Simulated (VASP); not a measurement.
Wanted: the native input for a VASP 6.6.1 run.

```
Task                   : single point
Functional             : PBE
Potentials or basis    : VASP PAW PBE potentials, release 64 (Ta_pv, H)
Cutoff                 : 520 eV
k mesh                 : 6 × 6 × 1
Occupations            : gaussian, width 0.1 eV
Spin                   : no spin polarisation
Dipole correction      : yes
Further INCAR settings : ALGO = Normal; EDIFF = 1e-06; NBANDS = 42
```

The structure of Ta6H lies in POSCAR:

```
Ta6H
1.0
    4.6937283341      0.0000000000      0.0000000000
   -2.3468641670      4.0648879758      0.0000000000
    0.0000000000      0.0000000000     19.9881921123
Ta H
6 1
Direct
    0.6666666667      0.3333333333      0.2001181486
    0.3333333333      0.6666666667      0.2480516124
    0.0000000000      0.0000000000      0.2959850763
    0.6666666667      0.3333333333      0.3401842451
    0.3333333333      0.6666666667      0.3819724402
    0.0000000000      0.0000000000      0.4246603227
    0.3333333333      0.6666666667      0.4763136911
```

One way to write it, as run:

INCAR

```
  ALGO = Normal
  DIPOL = 0.5 0.5 0.338
  EDIFF = 1E-6
  ENCUT = 520
  GGA = PE
  IDIPOL = 3
  ISIF = 2
  ISMEAR = 0
  LASPH = True
  LCHARG = True
  LDIPOL = True
  LELF = True
  LREAL = False
  LVACPOTAV = True
  LVHAR = True
  LWAVE = False
  NBANDS = 42
  NELM = 60
  PREC = Accurate
  SIGMA = 0.1
```

KPOINTS

```
k-points
0
Gamma
  6 6 1
```

Potentials or basis: VASP PAW PBE potentials, release 64 (Ta_pv, H).

Run with:

```sh
$ cat potpaw_PBE.64/Ta_pv/POTCAR potpaw_PBE.64/H/POTCAR > POTCAR
$ mpirun -np 1 vasp_std > vasp.out
```

It gave:

* Largest force: 1.622 eV/Å

It took 2.5 min on 1 thread of AMD EPYC 9R45 96-Core Processor (Zen 5), with other jobs on the host, peak memory 0.47 GiB.
